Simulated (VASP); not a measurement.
Wanted: the native input for a VASP 6.6.1 run.

* Task: single point
* Functional: PBEsol
* Potentials or basis: VASP PAW PBE potentials, release 64 (Pb_d, Cs_sv, Br)
* Cutoff: 520 eV
* k mesh: 5 × 5 × 5
* Occupations: fermi-dirac, width 0.05 eV
* Spin: no spin polarisation
* Dipole correction: no
* Further INCAR settings: ALGO = Normal; EDIFF = 1e-06; NBANDS = 30

The structure of CsPbBr3 lies in POSCAR:

```
CsPbBr3
1.0
    5.9851272676      0.0000000000      0.0000000000
    0.0000000000      5.9851272676      0.0000000000
    0.0000000000      0.0000000000      5.9851272676
Pb Cs Br
1 1 3
Direct
    0.5000000000      0.5000000000      0.5000000000
    0.0000000000      0.0000000000      0.0000000000
    0.5000000000      0.5000000000      0.0000000000
    0.5000000000      0.0000000000      0.5000000000
    0.0000000000      0.5000000000      0.5000000000
```

The input as run:

INCAR

```
SYSTEM = CsPbBr3
PREC = Accurate
ENCUT = 520
EDIFF = 1E-6
ISMEAR = -1
SIGMA = 0.05
LREAL = .FALSE.
LASPH = .TRUE.
NELM = 60
ALGO = Normal
ISIF = 2
LWAVE = .FALSE.
LCHARG = .TRUE.
GGA = PS
LELF = .TRUE.
LVHAR = .TRUE.
NBANDS = 30
```

KPOINTS

```
regular mesh
0
G
  5 5 5
  0 0 0
```

Potentials or basis: VASP PAW PBE potentials, release 64 (Pb_d, Cs_sv, Br).

Command:

```console
$ cat potpaw_PBE.64/Pb_d/POTCAR potpaw_PBE.64/Cs_sv/POTCAR potpaw_PBE.64/Br/POTCAR > POTCAR
$ mpirun -np 1 vasp_std > vasp.out
```

It gave:

* Pressure: -1.1 GPa
* Band gap on the k mesh: 2.66 eV

Caveat: the PAW data sets were made with another functional, which shifts forces and pressure a little; spin-orbit coupling is left out, which moves the levels of the heavy elements; an odd mesh through Γ misses points on the zone boundary, where band edges can lie.

Wall time 62 s on 1 thread of Intel(R) Xeon(R) Platinum 8488C (Sapphire Rapids), with other jobs on the host, peak memory 0.34 GiB.
